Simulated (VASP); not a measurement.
# K (Fd-3m) in VASP: notebook

The runs below take K through single point, with LDA.

Everything below comes from runs of VASP 6.6.1. Logs are shortened: lines on timing, memory, paths and dates and some standing lists are left out, and cuts for length are marked.

### Step 1. The cell of the first run

It takes space group Fd-3m (No. 227, cubic). The conventional cell has a = 7.703 Å, b = 7.703 Å, c = 7.703 Å, α = 90.00°, β = 90.00°, γ = 90.00°. K (site symmetry -43m) has 4 K at 3.34 Å within 4.4 Å.

This isn't the form of K at room conditions, which is bcc.

### Step 2. Single point, LDA (57.14 Å³/atom)

The input, INCAR:

```
SYSTEM = K
PREC     = Accurate       ! precision mode
ENCUT    = 520            ! plane-wave cutoff, eV
EDIFF    = 1E-6           ! SCF threshold, eV
ISMEAR   = -1             ! smearing method
SIGMA    = 0.08           ! smearing width, eV
LREAL    = .False.        ! projectors in reciprocal space
LASPH    = .True.         ! aspherical terms in the spheres
NELM     = 60             ! most SCF steps
ALGO     = Normal         ! electronic algorithm
ISIF     = 2              ! what is computed and relaxed
LWAVE    = .False.        ! write WAVECAR
LCHARG   = .False.        ! write CHGCAR
NBANDS   = 16             ! bands
```

The input, KPOINTS:

```
Automatic mesh
0
Gamma
  9 9 9
  0 0 0
```

The input, POSCAR:

```
K
1.0
    0.0000000000      3.8515424416      3.8515424416
    3.8515424416      0.0000000000      3.8515424416
    3.8515424416      3.8515424416      0.0000000000
K
2
Direct
   -0.1250000000     -0.1250000000     -0.1250000000
    0.1250000000      0.1250000000      0.1250000000
```

Potentials or basis: VASP PAW LDA potentials, release 64 (K_sv).

Command:

```console
$ cat potpaw_LDA.64/K_sv/POTCAR > POTCAR
$ mpirun -np 1 vasp_std > vasp.out
```

OUTCAR:

```text
SYSTEM = K
   PREC = Accurate
   ENCUT = 520
   EDIFF = 1E-6
   ISMEAR = -1
   LREAL = .False.
   LASPH = .True.
   NELM = 60
   ISIF = 2

 ion  position               nearest neighbor table
   1  0.875  0.875  0.875-   2 3.34   2 3.34   2 3.34   2 3.34
   2  0.125  0.125  0.125-   1 3.34   1 3.34   1 3.34   1 3.34

  LATTYP: Found a face centered cubic cell.
 ALAT       =     7.7030848832

  Lattice vectors:

 A1 = (   0.0000000000,   3.8515424416,   3.8515424416)
 A2 = (   3.8515424416,   0.0000000000,   3.8515424416)
 A3 = (   3.8515424416,   3.8515424416,   0.0000000000)

Analysis of symmetry for initial positions (statically):
=====================================================================
 Subroutine PRICEL returns:
 Original cell was already a primitive cell.

 Routine SETGRP: Setting up the symmetry group for a
 face centered cubic supercell.

 Subroutine GETGRP returns: Found 48 space group operations
 (whereof 12 operations were pure point group operations)
 out of a pool of 48 trial point group operations.

The static configuration has the point symmetry D_3d.
 The point group associated with its full space group is O_h .

Analysis of symmetry for dynamics (positions and initial velocities):
=====================================================================
 Subroutine PRICEL returns:
 Original cell was already a primitive cell.

 Routine SETGRP: Setting up the symmetry group for a
 face centered cubic supercell.

 Subroutine GETGRP returns: Found 48 space group operations
 (whereof 12 operations were pure point group operations)
 out of a pool of 48 trial point group operations.

The dynamic configuration has the point symmetry D_3d.
 The point group associated with its full space group is O_h .

 Subroutine INISYM returns: Found 48 space group operations
 (whereof 12 operations are pure point group operations),
 and found     1 'primitive' translations

----------------------------------------------------------------------------------------

                                     Primitive cell

  volume of cell :     114.2705

  direct lattice vectors                    reciprocal lattice vectors
     0.000000000  3.851542442  3.851542442    -0.129818120  0.129818120  0.129818120
     3.851542442  0.000000000  3.851542442     0.129818120 -0.129818120  0.129818120
     3.851542442  3.851542442  0.000000000     0.129818120  0.129818120 -0.129818120

  length of vectors
     5.446903557  5.446903557  5.446903557     0.224851580  0.224851580  0.224851580

  position of ions in fractional coordinates (direct lattice)
     0.875000000  0.875000000  0.875000000
     0.125000000  0.125000000  0.125000000

  ion indices of the primitive-cell ions
   primitive index   ion index
                 1           1
                 2           2

----------------------------------------------------------------------------------------

 KPOINTS: Automatic mesh

Automatic generation of k-mesh.
 Grid dimensions read from file:
 generate k-points for:    9    9    9

 Generating k-lattice:

  Cartesian coordinates                     Fractional coordinates (reciprocal lattice)
    -0.014424236  0.014424236  0.014424236     0.111111111  0.000000000  0.000000000
     0.014424236 -0.014424236  0.014424236     0.000000000  0.111111111  0.000000000
     0.014424236  0.014424236 -0.014424236     0.000000000  0.000000000  0.111111111

  Length of vectors
     0.024983509  0.024983509  0.024983509

  Shift w.r.t. Gamma in fractional coordinates (k-lattice)
     0.000000000  0.000000000  0.000000000

 Subroutine IBZKPT returns following result:
 ===========================================

 Found     35 irreducible k-points:

 Following reciprocal coordinates:
            Coordinates               Weight
  0.000000  0.000000  0.000000      1.000000
  0.111111  0.000000  0.000000      8.000000
  0.222222  0.000000  0.000000      8.000000
  0.333333  0.000000  0.000000      8.000000
  0.444444  0.000000  0.000000      8.000000
  0.111111  0.111111  0.000000      6.000000
[... 16 lines left out ...]
 -0.333333  0.333333  0.000000     12.000000
  0.444444  0.444444  0.000000      6.000000
 [... further k-points ...]
   k-points           NKPTS =     35   k-points in BZ     NKDIM =     35   number of bands    NBANDS=     16
   number of dos      NEDOS =    301   number of ions     NIONS =      2
   total plane-waves  NPLWV =  74088
   dimension x,y,z NGX =    42 NGY =   42 NGZ =   42
   dimension x,y,z NGXF=    84 NGYF=   84 NGZF=   84
   ions per type =               2
   NGX,Y,Z   is equivalent  to a cutoff of  12.82, 12.82, 12.82 a.u.
   NGXF,Y,Z  is equivalent  to a cutoff of  25.64, 25.64, 25.64 a.u.
 SYSTEM =  K
   PREC   = accura    normal or accurate (medium, high low for compatibility)
   ISTART =      0    job   : 0-new  1-cont  2-samecut
   ICHARG =      2    charge: 1-file 2-atom 10-const
   ISPIN  =      1    spin polarized calculation?
   LNONCOLLINEAR =      F non collinear calculations
   LSORBIT =      F    spin-orbit coupling
   LASPH  =      T    aspherical Exc in radial PAW
   ENCUT  =  520.0 eV  38.22 Ry    6.18 a.u.  10.13 10.13 10.13*2*pi/ulx,y,z
   NELM   =     60;   NELMIN=  2; NELMDL= -5     # of ELM steps
   EDIFF  = 0.1E-05   stopping-criterion for ELM
   LREAL  =      F    real-space projection
   EDIFFG = 0.1E-04   stopping-criterion for IOM
   NSW    =      0    number of steps for IOM
   IBRION =     -1    ionic relax: 0-MD 1-quasi-New 2-CG
   NFREE  =      0    steps in history (QN), initial steepest desc. (CG)
   ISIF   =      2    stress and relaxation
   ISYM   =      2    0-nonsym 1-usesym 2-fastsym
   POTIM  = 0.5000    time-step for ionic-motion
   TEBEG  =    0.0;   TEEND  =   0.0 temperature during run
   PSTRESS=    0.0 pullay stress
   NELECT =      18.0000    total number of electrons
   NUPDOWN=      -1.0000    fix difference up-down
   EMIN   =  10.00;   EMAX   =-10.00  energy-range for DOS
   EFERMI =   0.00;   METHOD = LEGACY
   ISMEAR =    -1;   SIGMA  =   0.08  broadening in eV -4-tet -1-fermi 0-gaus
   EFERMI_NEDOS =   21; number of points for ismear=-14 and -15
   IALGO  =     38    algorithm
   IMIX   =      4    mixing-type and parameters
     AMIX     =   0.40;   BMIX     =  1.00
     AMIX_MAG =   1.60;   BMIX_MAG =  1.00
  volume/ion in A,a.u.               =      57.14       385.57
  Fermi-wavevector in a.u.,A,eV,Ry     =   0.884140  1.670782 10.635719  0.781703
  Thomas-Fermi vector in A             =   2.005000
   LORBIT       =      0    0 simple, 1 ext, 2 COOP (PROOUT), +10 PAW based schemes
   GGA     = CA    functional components
   LHFCALC =     F    Hartree Fock is set to
   AEXX    =    0.0000 exact exchange contribution
   IVDW    =     0    specifies the selected vdW correction
   LEPSILON=     F    determine dielectric tensor
   LRPA    =     F    only Hartree local field effects (RPA)
 non-spin polarized calculation
  energy-cutoff  :      520.00
  volume of cell :      114.27
 maximum number of plane-waves:      3119
 NGX is ok and might be reduce to    42
   NGX = 21   NGY = 21   NGZ = 21

 number of electron      18.0000002 magnetization

 Free energy of the ion-electron system (eV)
  ---------------------------------------------------
  ext. energy  EPLUGINS =         0.00000000
  ---------------------------------------------------
  free energy    TOTEN  =        -1.41993993 eV

  energy without entropy =       -1.38645370  energy(sigma->0) =       -1.40319681

 E-fermi :   0.4103     XC(G=0):  -6.5247

 val. band max:        0.3836544010   @ k =   0.4444   0.0000   0.0000
 cond. band min:       0.4309595956   @ k =  -0.3333   0.4444   0.2222
 fundamental gap:      0.0473051947
 Fermi energy:         0.4102504588

 k-point     1 :       0.0000    0.0000    0.0000
  band No.  band energies     occupation
      1     -32.1248      2.00000
      2     -31.9524      2.00000
      3     -15.9585      2.00000
      4     -15.9585      2.00000
      5     -15.9585      2.00000
      6     -15.5941      2.00000
[... 8 lines left out ...]
     15       3.7369      0.00000
     16       3.7369      0.00000

 k-point     2 :       0.1111    0.0000    0.0000
  band No.  band energies     occupation
      1     -32.1209      2.00000
      2     -31.9563      2.00000
      3     -15.9647      2.00000
      4     -15.9647      2.00000
      5     -15.9599      2.00000
      6     -15.5948      2.00000
[... 8 lines left out ...]
     15       3.5115      0.00000
     16       3.7529      0.00000

 k-point     3 :       0.2222    0.0000    0.0000
  band No.  band energies     occupation
      1     -32.1103      2.00000
      2     -31.9671      2.00000
      3     -15.9797      2.00000
      4     -15.9797      2.00000
      5     -15.9641      2.00000
      6     -15.5959      2.00000
[... 8 lines left out ...]
     15       3.5961      0.00000
     16       3.8239      0.00000

 k-point     4 :       0.3333    0.0000    0.0000
  band No.  band energies     occupation
      1     -32.0958      2.00000
      2     -31.9818      2.00000
      3     -15.9953      2.00000
      4     -15.9953      2.00000
      5     -15.9697      2.00000
      6     -15.5963      2.00000
[... 8 lines left out ...]
     15       3.6870      0.00000
     16       4.0910      0.00000
[... 324 lines left out ...]
 k-point    22 :      -0.4444    0.3333    0.0000
  band No.  band energies     occupation
      1     -32.0554      2.00000
      2     -32.0224      2.00000
      3     -16.0628      2.00000
      4     -16.0419      2.00000
      5     -15.8368      2.00000
      6     -15.7316      2.00000
[... 8 lines left out ...]
     15       3.8596      0.00000
     16       4.2183      0.00000

 k-point    23 :      -0.3333    0.3333    0.0000
  band No.  band energies     occupation
      1     -32.0604      2.00000
      2     -32.0174      2.00000
      3     -16.0663      2.00000
      4     -16.0308      2.00000
      5     -15.8590      2.00000
      6     -15.7067      2.00000
[... 8 lines left out ...]
     15       3.8804      0.00000
     16       4.2656      0.00000

 k-point    24 :       0.4444    0.4444    0.0000
  band No.  band energies     occupation
      1     -32.0539      2.00000
      2     -32.0239      2.00000
      3     -16.0529      2.00000
      4     -16.0529      2.00000
      5     -15.8179      2.00000
      6     -15.7559      2.00000
[... 8 lines left out ...]
     15       3.9525      0.00000
     16       3.9525      0.00000

 [... further k-points ...]

------------------------ aborting loop because EDIFF is reached ----------------------------------------

  FORCE on cell =-STRESS in cart. coord.  units (eV):
  Direction    XX          YY          ZZ          XY          YZ          ZX
  --------------------------------------------------------------------------------------
  -------------------------------------------------------------------------------------
  Total        1.2162041      1.2162041      1.2162041     -0.0000000      0.0000000     -0.0000000
  in kB       17.0523006     17.0523006     17.0523006     -0.0000000      0.0000000     -0.0000000
  external PRESSURE =      17.0523006 kB  Pullay stress =       0.0000000 kB

 VOLUME and BASIS-vectors are now :
 -----------------------------------------------------------------------------
  energy-cutoff  :      520.00
  volume of cell :      114.27
      direct lattice vectors                 reciprocal lattice vectors
     0.000000000  3.851542442  3.851542442    -0.129818120  0.129818120  0.129818120
     3.851542442  0.000000000  3.851542442     0.129818120 -0.129818120  0.129818120
     3.851542442  3.851542442  0.000000000     0.129818120  0.129818120 -0.129818120

 POSITION                                       TOTAL-FORCE (eV/Angst)
 -----------------------------------------------------------------------------------
      6.74020      6.74020      6.74020         0.000000      0.000000     -0.000000
      0.96289      0.96289      0.96289        -0.000000     -0.000000      0.000000
 -----------------------------------------------------------------------------------
    total drift:                                0.000000      0.000000      0.000000

  FREE ENERGIE OF THE ION-ELECTRON SYSTEM (eV)
  ---------------------------------------------------
  free  energy   TOTEN  =        -1.4199399250 eV

  energy  without entropy=       -1.3864536980  energy(sigma->0) =       -1.40319681
```

Run time: 1.8 min. Hardware: 1 thread of Intel Xeon 8259CL, shared host; peak memory 0.22 GiB.

Results:

```
Free energy            : -1.4199 eV
Pressure               : 1.7 GPa
Band gap on the k mesh : zero (bands 9 and 10 overlap by 0.44 eV)
```

### Step 3. Single point, LDA (72.37 Å³/atom)

This run uses another cell than the first one, of 72.37 Å³/atom.

The input, INCAR:

```
PREC = Accurate
ENCUT = 520
EDIFF = 1E-6
ISMEAR = -1
SIGMA = 0.08
LREAL = F
LASPH = T
NELM = 60
ALGO = Normal
ISIF = 2
LWAVE = F
LCHARG = F
NBANDS = 16
```

The input, KPOINTS:

```
regular mesh
0
Gamma
  9 9 9
```

The input, POSCAR:

```
K
1.0
    0.0000000000      4.1673067406      4.1673067406
    4.1673067406      0.0000000000      4.1673067406
    4.1673067406      4.1673067406      0.0000000000
K
2
Direct
   -0.1250000000     -0.1250000000     -0.1250000000
    0.1250000000      0.1250000000      0.1250000000
```

Potentials or basis: VASP PAW LDA potentials, release 64 (K_sv).

Command:

```console
$ cat potpaw_LDA.64/K_sv/POTCAR > POTCAR
$ mpirun -np 1 vasp_std > vasp.out
```

Wall time 2.1 min (1 thread of Intel Xeon 8259CL, shared host); peak memory 0.27 GiB.

It converged, with:

```yaml
Free_energy: -1.6349 eV
Pressure: 0.7 GPa
Band_gap_on_the_k_mesh: zero (bands 9 and 10 overlap by 0.44 eV)
```

Levels at points of the mesh, in eV from the Fermi level:
```csv
k point,band 6,band 7,band 8,band 9,band 10,band 11,band 12,band 13
"(0.00, 0.00, 0.00)",-15.94,-15.94,-15.94,-2.23,2.58,2.58,2.58,2.64
```

### Step 4. Single point, LDA (79.99 Å³/atom)

This run uses another cell than the first one, of 79.99 Å³/atom.

The input, INCAR:

```
PREC = Accurate ; ENCUT = 520
EDIFF = 1E-6 ; ISMEAR = -1
SIGMA = 0.08 ; LREAL = F
LASPH = T ; NELM = 80
ALGO = Normal ; ISIF = 2
LWAVE = F ; LCHARG = F
NBANDS = 16
```

The input, KPOINTS:

```
Automatic mesh
0
Gamma
  9 9 9
```

The input, POSCAR:

```
K
1.0
    0.0000000000      4.3086779393      4.3086779393
    4.3086779393      0.0000000000      4.3086779393
    4.3086779393      4.3086779393      0.0000000000
K
2
Direct
   -0.1250000000     -0.1250000000     -0.1250000000
    0.1250000000      0.1250000000      0.1250000000
```

Command:

```console
$ cat potpaw_LDA.64/K_sv/POTCAR > POTCAR
$ mpirun -np 1 vasp_std > vasp.out
```

Run time: 2 min. Hardware: 1 thread of Intel Xeon 8259CL, shared host; peak memory 0.27 GiB.

The run converged. Its results:

```
Free energy            : -1.6838 eV
Pressure               : 0.4 GPa
Band gap on the k mesh : zero (bands 9 and 10 overlap by 0.33 eV)
```

Levels at points of the mesh, in eV from the Fermi level:
| k point | band 5 | band 6 | band 7 | band 8 | band 9 | band 10 | band 11 | band 12 | band 13 | band 14 |
| --- | --- | --- | --- | --- | --- | --- | --- | --- | --- | --- |
| (0.00, 0.00, 0.00) | -16.08 | -15.92 | -15.92 | -15.92 | -2.10 | 2.53 | 2.53 | 2.53 | 2.67 | 2.67 |

### Step 5. Summary

```csv
cell,gap on the mesh (eV),pressure (GPa)
"a = 5.447 Å, angles 60.0°, 2 atoms",none,1.7
"a = 5.893 Å, angles 60.0°, 2 atoms",none,0.7
"a = 6.093 Å, angles 60.0°, 2 atoms",none,0.4
```

Alike in all rows: task single point; level LDA; potentials or basis VASP PAW LDA potentials, release 64 (K_sv); no spin polarisation; k mesh 9 × 9 × 9; cutoff (eV) 520; smearing fermi-dirac 0.08 eV.

Total energies depend on the potentials used, so only differences within one code and one set of settings carry meaning.

The gap in the log of VASP goes by the Fermi energy; the results here count the filled bands.